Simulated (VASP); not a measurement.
Runs of VASP 6.6.1 on BAs. The structure is that of space group P4_12_12 (No. 92), or close to it. The cells are those of the table. 

```csv
task,cell,k mesh,cutoff (eV),smearing,gap on the mesh (eV),pressure (GPa),relaxed volume (Å³/atom),largest force (eV/Å)
relaxation of cell and atoms,"relaxed from a = 5.827, b = 5.827, c = 3.293 Å, 8 atoms",6 × 6 × 12,600,gaussian 0.1 eV,none,0.0,14.03,-
single point,"a = 5.822, b = 5.822, c = 3.291 Å, 8 atoms",4 × 4 × 6,520,gaussian 0.1 eV,-,(b),-,0.01
single point,"a = 5.827, b = 5.827, c = 3.293 Å, 8 atoms",6 × 6 × 12,520,gaussian 0.1 eV,none,0.5,-,0.01
relaxation of cell and atoms,"relaxed from a = 5.822, b = 5.822, c = 3.291 Å, 8 atoms",6 × 6 × 12,600,gaussian 0.01 eV,none,0.0,14.03,-
single point,"a = 5.605, b = 5.605, c = 3.060 Å, 8 atoms",4 × 4 × 6,520,gaussian 0.1 eV,none,27.5,-,(a)
relaxation of cell and atoms,"relaxed from a = 5.605, b = 5.605, c = 3.060 Å, 8 atoms",4 × 4 × 6,600,gaussian 0.1 eV,0.06,-0.1,14.04,0.02
single point,"a = 5.827, b = 5.827, c = 3.293 Å, 8 atoms",6 × 6 × 12,520,gaussian 0.01 eV,none,0.5,-,0.01
```

Alike in all rows: level PBE; potentials or basis VASP PAW PBE potentials, release 64 (B, As); no spin polarisation.

**Question.** Fill in the values left out.

**Answer.** (a) 0.81; (b) 0.7.

Caveats: the volume moved by over 15 % at a fixed basis, so the end points are rough (some runs).

A k mesh can miss the band edges, and the runs leave out spin-orbit coupling on As.

A gap of «none» marks levels without a gap at the run's occupations.
